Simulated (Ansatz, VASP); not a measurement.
MgO in VASP and in Ansatz

The input POSCAR:

```
MgO
1.0
    0.0000000000      2.1351500000      2.1351500000
    2.1351500000      0.0000000000      2.1351500000
    2.1351500000      2.1351500000      0.0000000000
Mg O
1 1
Direct
    0.0000000000      0.0000000000      0.0000000000
    0.5000000000      0.5000000000      0.5000000000
```

INCAR.step1

```
SYSTEM = MgO
ALGO = Normal
EDIFF = 1E-5
ENCUT = 580
GGA = PE
GGA_COMPAT = .FALSE.
ISMEAR = -1
LASPH = .TRUE.
LCHARG = .FALSE.
LREAL = .FALSE.
LWAVE = .TRUE.
NBANDS = 11
NELM = 120
PREC = Accurate
SIGMA = 0.01
```

The input INCAR.step2:

```
SYSTEM = MgO
ALGO = Normal
EDIFF = 1E-8
ENCUT = 580
GGA_COMPAT = .FALSE.
ISIF = 2
ISMEAR = -1
ISTART = 1
LASPH = .TRUE.
LCHARG = .FALSE.
LEFG = .TRUE.
LMIXTAU = .TRUE.
LREAL = .FALSE.
LWAVE = .FALSE.
METAGGA = R2SCAN
NBANDS = 11
NELM = 120
PREC = Accurate
SIGMA = 0.01
```

KPOINTS

```
k-points
0
G
  10 10 10
  0 0 0
```

Input for Ansatz:

```yaml
crystal:
  lattice:
    - [0.0, 2.13515, 2.13515]
    - [2.13515, 0.0, 2.13515]
    - [2.13515, 2.13515, 0.0]
  atoms:
    - { symbol: Mg, position: [0.0, 0.0, 0.0] }
    - { symbol: O, position: [0.5, 0.5, 0.5] }
kpoints:
  mp_grid: { grid: [10, 10, 10] }
  band_path:
    path:
      - [0.0, 0.0, 0.0]
      - [0.5, 0.0, 0.5]
      - [0.625, 0.25, 0.625]
      - [0.375, 0.375, 0.75]
      - [0.0, 0.0, 0.0]
      - [0.5, 0.5, 0.5]
      - [0.5, 0.25, 0.75]
      - [0.5, 0.0, 0.5]
    npoints: 5
scf:
  occupations: { method: fermi_dirac, width: 0.01 }
hamiltonian:
  xc: r2scan
  pseudopotentials: { kind: paw }
output:
  forces: true
  stress: true
  eigenvalues: true
  efg: { contact_densities: true }
```

Alike in both runs: task electric field gradients; functional r2SCAN; k mesh 10 × 10 × 10; occupations fermi-dirac, width 0.01 eV; no spin polarisation.

|  | VASP | Ansatz |
| --- | --- | --- |
| version | VASP 6.6.1 | Ansatz 0.2.0 |
| potentials or method | VASP PAW PBE potentials, release 64 (Mg, O) | PAW with Ansatz's default frozen-core files, scalar-relativistic |
| plane-wave cutoff (eV) | 580 | 500 |
| valence electrons in the cell | 8 | 16 |

Ansatz gave:

* gap on the k mesh at the Fermi level (eV): 5.22
* pressure (GPa): -7.1

Problem. What did VASP give for the same quantities?

Solution. gap on the k mesh at the Fermi level (eV): 5.20; pressure (GPa): -8.3.

VASP's potentials were made for PBE, not for r2SCAN. The functional is the same, so the differences come from potentials, cutoffs and numerics. VASP's potentials hold 8 valence electrons a cell and Ansatz's 16, so a difference there can come from the potentials and not from the codes.
